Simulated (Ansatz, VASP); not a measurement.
ZnS4 in VASP and in Ansatz

```xyz
5
Lattice="3.1399 -2.5121 0.2008 3.1399 2.5121 0.2008 -2.6202 0.0000 6.9677" Properties=species:S:1:pos:R:3 pbc="T T T"
Zn    0.0000   -0.1601    0.0000
S     2.3968    1.3769    6.0332
S     2.5255   -0.0357    4.3787
S     1.2628    1.3769    1.3361
S     1.1341   -0.0357    2.9906
```

Alike in both runs: functional PBE; k mesh 4 × 4 × 3; occupations gaussian, width 0.2 eV; no spin polarisation.

Ansatz relaxed the structure, and its values are those at the end. VASP's run is a single point on that final structure, the one shown.

```csv
,VASP,Ansatz
version,VASP 6.6.1,Ansatz 0.2.0
potentials or method,"VASP PAW PBE potentials, release 64 (Zn, S), cutoff 520 eV","scalar-relativistic, plane waves, PAW"
valence electrons in the cell,36,36
```

|  | VASP | Ansatz | Ansatz less VASP |
| --- | --- | --- | --- |
| gap on the k mesh at the Fermi level (eV) | 1.57 | 1.54 | -0.030 |
| least direct gap on the mesh (eV) | 1.78 | 1.75 | -0.029 |
| pressure (GPa) | -0.2 | 0.1 | +0.26 |
| rms of the force components (eV/Å) | 0.034 | 0.043 | +0.0095 |

The functional is the same, so the differences come from potentials, cutoffs and numerics.
